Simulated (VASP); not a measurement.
Wanted: the native input for a VASP 6.6.1 run.

- Task: relaxation of cell and atoms
- Functional: PBE
- Potentials or basis: VASP PAW PBE potentials, release 64 (Co, Si)
- Cutoff: 600 eV
- k mesh: 9 × 9 × 7
- Occupations: fermi-dirac, width 0.1 eV
- Spin: no spin polarisation
- Target pressure: 0.083 GPa
- Dipole correction: no
- Further INCAR settings: ALGO = Normal; EDIFF = 1e-06; IBRION = 2; EDIFFG = -0.005; NSW = 60; ISIF = 3

The structure of CoSi2 (AlB2 type) lies in POSCAR:

```
CoSi2
1.0
    3.4315900006      0.0000000000      0.0000000000
   -1.7157950003      2.9718441159      0.0000000000
    0.0000000000      0.0000000000      3.7747490007
Co Si
1 2
Direct
    0.0000000000      0.0000000000      0.0000000000
    0.3333333333      0.6666666667      0.5000000000
    0.6666666667      0.3333333333      0.5000000000
```

One way to write it, as run:

INCAR

```
SYSTEM = CoSi2
PREC = Accurate ; ENCUT = 600
EDIFF = 1E-6 ; ISMEAR = -1
SIGMA = 0.1 ; LREAL = .FALSE.
LASPH = .TRUE. ; NELM = 80
ALGO = Normal ; ISIF = 3
LWAVE = .FALSE. ; LCHARG = .FALSE.
GGA = PE ; IBRION = 2
NSW = 60 ; EDIFFG = -0.005
PSTRESS = 0.8300000000000001
```

KPOINTS

```
regular mesh
0
G
  9 9 7
  0 0 0
```

Potentials or basis: VASP PAW PBE potentials, release 64 (Co, Si).

Launch:

```sh
$ cat potpaw_PBE.64/Co/POTCAR potpaw_PBE.64/Si/POTCAR > POTCAR
$ mpirun -np 1 vasp_std > vasp.out
```

Results of the run:

```json
{
  "Relaxed volume": "12.50 Å³/atom",
  "Relaxed cell": "a = 4.159 Å, b = 4.159 Å, c = 2.504 Å, α = 90.00°, β = 90.00°, γ = 120.00°",
  "Space group after relaxing (to 0.1 Å)": "P6/mmm (No. 191)",
  "Energy change on relaxing (the run minimises the enthalpy)": "-1118.5 meV/atom",
  "Ionic steps": "17",
  "Pressure after relaxing": "0.1 GPa",
  "Band gap on the k mesh": "zero (an odd number of electrons rules out a gap without spin polarisation)"
}
```

Caveat: the cell is relaxed towards a set pressure, so the run minimises the enthalpy, not the energy; a cell axis changed by over 15 % at a fixed basis, so the end point is rough; an odd number of electrons without spin polarisation forces a metal; a magnetic or distorted state may lie lower.

Wall time 5.6 min on 1 thread of Intel(R) Xeon(R) Platinum 8259CL CPU @ 2.50GHz (Skylake/Cascade Lake), on a shared host, peak memory 0.19 GiB.
